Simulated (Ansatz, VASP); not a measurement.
# One calculation of AgCl, two programs

File INCAR:

```
PREC = Accurate
ENCUT = 520
EDIFF = 1E-6
ISMEAR = -1
SIGMA = 0.08
LREAL = F
LASPH = T
NELM = 80
ALGO = Normal
ISIF = 2
LWAVE = F
LCHARG = F
GGA = PS
NBANDS = 16
```

The input KPOINTS:

```
Automatic mesh
0
Gamma
  13 13 13
```

File POSCAR:

```
AgCl
1.0
    2.7776815603      0.0000000000      0.0000000000
    0.0000000000      2.7776815603      0.0000000000
    0.0000000000      0.0000000000      2.7776815603
Ag Cl
1 1
Direct
    0.0000000000      0.0000000000      0.0000000000
    0.5000000000      0.5000000000      0.5000000000
```

Input for Ansatz:

```yaml
crystal:
  lattice:
    - [2.7776815603, 0.0, 0.0]
    - [0.0, 2.7776815603, 0.0]
    - [0.0, 0.0, 2.7776815603]
  atoms:
    - { symbol: Ag, position: [0.0, 0.0, 0.0] }
    - { symbol: Cl, position: [0.5, 0.5, 0.5] }
kpoints:
  mp_grid: { grid: [13, 13, 13] }
scf:
  occupations: { method: fermi_dirac, width: 0.08 }
hamiltonian:
  xc: pbesol
  pseudopotentials: { kind: paw }
output:
  forces: true
  stress: true
  eigenvalues: true
  populations: true
  write_density: true
  write_potential: true
  elf: true
  volumetric_format: npy
```

Change from the starting cell: volume scaled by 0.58, PAW files.

Alike in both runs: task single point; functional PBEsol; k mesh 13 × 13 × 13; occupations fermi-dirac, width 0.08 eV; no spin polarisation.

```csv
,VASP,Ansatz
version,VASP 6.6.1,Ansatz 0.2.0
potentials or method,"VASP PAW PBE potentials, release 64 (Ag, Cl)","PAW with Ansatz's default frozen-core files, scalar-relativistic"
plane-wave cutoff (eV),520,420
valence electrons in the cell,18,26
```

VASP gave:

- pressure (GPa): 146.9

What did Ansatz give for the same quantities?

Pressure (GPa): 147.0.

VASP's potentials were made for PBE, not for PBEsol. Both programs put the cell under a high pressure, so it lies far from rest at this level. VASP's potentials hold 18 valence electrons a cell and Ansatz's 26, so a difference there can come from the potentials and not from the codes.

Noted on VASP's run: the cell as given lies far from equilibrium.
